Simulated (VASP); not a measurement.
A run of VASP 6.6.1 is set up as follows.

File INCAR:

```
SYSTEM = ScAl3F
  PREC = Accurate
  ENCUT = 520
  EDIFF = 1E-6
  ISMEAR = 0
  SIGMA = 0.1
  LREAL = .FALSE.
  LASPH = .TRUE.
  NELM = 80
  ALGO = Normal
  ISIF = 2
  LWAVE = .FALSE.
  LCHARG = .TRUE.
  GGA = PE
  LELF = .TRUE.
  LVHAR = .TRUE.
  NBANDS = 38
```

The input KPOINTS:

```
regular mesh
0
G
  4 4 4
  0 0 0
```

The input POSCAR:

```
ScAl3F
1.0
    5.8354101866      0.0000000000      0.0000000000
    0.0000000000      5.8354101866      0.0000000000
    0.0000000000      0.0000000000      8.4357821938
Sc Al F
2 6 2
Direct
    0.0000000000      0.0000000000      0.0000000000
    0.0000000000      0.0000000000      0.5000000000
    0.3362424504      0.3362424504      0.5000000000
    0.6637575496      0.6637575496      0.5000000000
    0.6637575496      0.3362424504      0.0000000000
    0.3362424504      0.6637575496      0.0000000000
    0.5000000000      0.5000000000      0.2500000000
    0.5000000000      0.5000000000      0.7500000000
    0.0000000000      0.0000000000      0.2500000000
    0.0000000000      0.0000000000      0.7500000000
```

Potentials or basis: VASP PAW PBE potentials, release 64 (Sc_sv, Al, F).

Command:

```console
$ cat potpaw_PBE.64/Sc_sv/POTCAR potpaw_PBE.64/Al/POTCAR potpaw_PBE.64/F/POTCAR > POTCAR
$ mpirun -np 1 vasp_std > vasp.out
```

Question: Predict the pressure.

Answer: 0.0 GPa.

Question: Predict the largest force.

Answer: 0.027 eV/Å.

Question: Predict the band gap on the k mesh.

Answer: Zero (bands 27 and 28 overlap by 0.94 eV).

Forces in eV/Å, atoms in the order of the input:
```
Sc   0.000  0.000  0.000
Sc   0.000  0.000  0.000
Al   0.019  0.019  0.000
Al  -0.019 -0.019  0.000
Al  -0.019  0.019  0.000
Al   0.019 -0.019  0.000
Al   0.000  0.000  0.000
Al   0.000  0.000  0.000
F    0.000  0.000  0.000
F    0.000  0.000  0.000
```
